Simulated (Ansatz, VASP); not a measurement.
# In: VASP beside Ansatz

Contents of INCAR:

```
SYSTEM = In
PREC = Accurate
ENCUT = 520
EDIFF = 1E-7
ISMEAR = -1
SIGMA = 0.05
LREAL = .False.
LASPH = .True.
NELM = 60
ALGO = Normal
ISIF = 2
LWAVE = .False.
LCHARG = .False.
GGA = PS
NBANDS = 26
```

KPOINTS

```
regular mesh
0
Gamma
  5 5 5
  0 0 0
```

The input POSCAR:

```
In
1.0
    1.6696368166      0.9639652655      8.2074632500
   -1.6696368166      0.9639652655      8.2074632500
    0.0000000000     -1.9279305310      8.2074632500
In
3
Direct
    0.2219877600      0.2219877600      0.2219877600
    0.7780122400      0.7780122400      0.7780122400
    0.0000000000      0.0000000000      0.0000000000
```

File input.yaml:

```yaml
crystal:
  lattice:
    - [1.6696368166, 0.9639652655, 8.20746325]
    - [-1.6696368166, 0.9639652655, 8.20746325]
    - [0.0, -1.927930531, 8.20746325]
  atoms:
    - { symbol: In, position: [0.22198776, 0.22198776, 0.22198776] }
    - { symbol: In, position: [0.77801224, 0.77801224, 0.77801224] }
    - { symbol: In, position: [0.0, 0.0, 0.0] }
hamiltonian:
  xc: pbesol
  pseudopotentials: { kind: paw }
kpoints:
  mp_grid: { grid: [5, 5, 5] }
  band_path:
    path:
      - [[0.0, 0.0, 0.0], [0.5, 0.0, 0.0], [0.5, 0.175862977, -0.175862977]]
      - [[0.824137023, 0.5, 0.175862977], [0.5, 0.5, 0.5], [0.0, 0.0, 0.0], [0.3379314885, 0.0, -0.3379314885]]
      - [[0.6620685115, 0.3379314885, 0.0], [0.5, 0.5, 0.0], [0.6620685115, 0.6620685115, 0.175862977], [0.5, 0.5, 0.5]]
      - [[0.5, 0.0, 0.0], [0.824137023, 0.3379314885, 0.3379314885]]
    npoints: 14
scf:
  occupations: { method: fermi_dirac, width: 0.05 }
  n_extra_bands: 7
output:
  forces: true
  stress: true
  eigenvalues: true
  fatbands: false
  write_density: true
  write_potential: true
  elf: true
  volumetric_format: npy
```

Alike in both runs: functional PBEsol; k mesh 5 × 5 × 5; occupations fermi-dirac, width 0.05 eV; no spin polarisation.

|  | VASP | Ansatz |
| --- | --- | --- |
| version | VASP 6.6.1 | Ansatz 0.2.0 |
| potentials or method | VASP PAW PBE potentials, release 64 (In_d) | Ansatz PAW |
| plane-wave cutoff (eV) | 520 | 420 |
| valence electrons in the cell | 39 | 39 |
| task | single point | band structure |

```tsv
	VASP	Ansatz	Ansatz less VASP
gap on the k mesh at the Fermi level (eV)	none	none	-
pressure (GPa)	-1.2	-1.1	+0.03
traceless stress, the component that is largest in VASP (GPa)	3.77	3.77	+0.001
rms of the force components (eV/Å)	0.030	0.030	-0.0001
```

VASP's potentials were made for PBE, not for PBEsol. Atom by atom the forces differ by 0.000 eV/Å (rms over components). A gap of «none» marks a metal or a gap that the smearing closes.

The k mesh is coarse, so the values compare programs but aren't converged.
